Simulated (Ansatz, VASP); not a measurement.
# AlB2P3: VASP beside Ansatz

```
CELL_PARAMETERS angstrom
2.44510 1.41168 4.31152
-2.44510 1.41168 4.31152
0.00000 -2.82336 4.31152
ATOMIC_POSITIONS crystal
Al 0.00000 0.00000 0.00000
B 0.71662 0.71662 0.71662
B 0.28338 0.28338 0.28338
P 0.00000 0.50000 0.00000
P 0.50000 0.00000 0.00000
P 0.00000 0.00000 0.50000
```

Change from the starting cell: species swapped into the Dy2Al3Co type (R-3m, No. 166).

Alike in both runs: functional PBE; k mesh 6 × 6 × 6; occupations gaussian, width 0.1 eV; no spin polarisation.

Ansatz relaxed the structure, and its values are those at the end. VASP's run is a single point on that final structure, the one shown.

|  | VASP | Ansatz |
| --- | --- | --- |
| version | VASP 6.6.1 | Ansatz 0.2.0 |
| potentials or method | VASP PAW PBE potentials, release 64 (Al, B, P), cutoff 520 eV | scalar-relativistic, plane waves, PAW |
| valence electrons in the cell | 24 | 24 |

|  | VASP | Ansatz | Ansatz less VASP |
| --- | --- | --- | --- |
| gap on the k mesh at the Fermi level (eV) | none | none | - |
| pressure (GPa) | -0.2 | 0.0 | +0.17 |
| rms of the force components (eV/Å) | 0.007 | 0.005 | -0.0029 |

A gap of «none» marks a metal or a gap that the smearing closes. With one functional, cell and mesh, what is left measures potentials, basis and numerics.
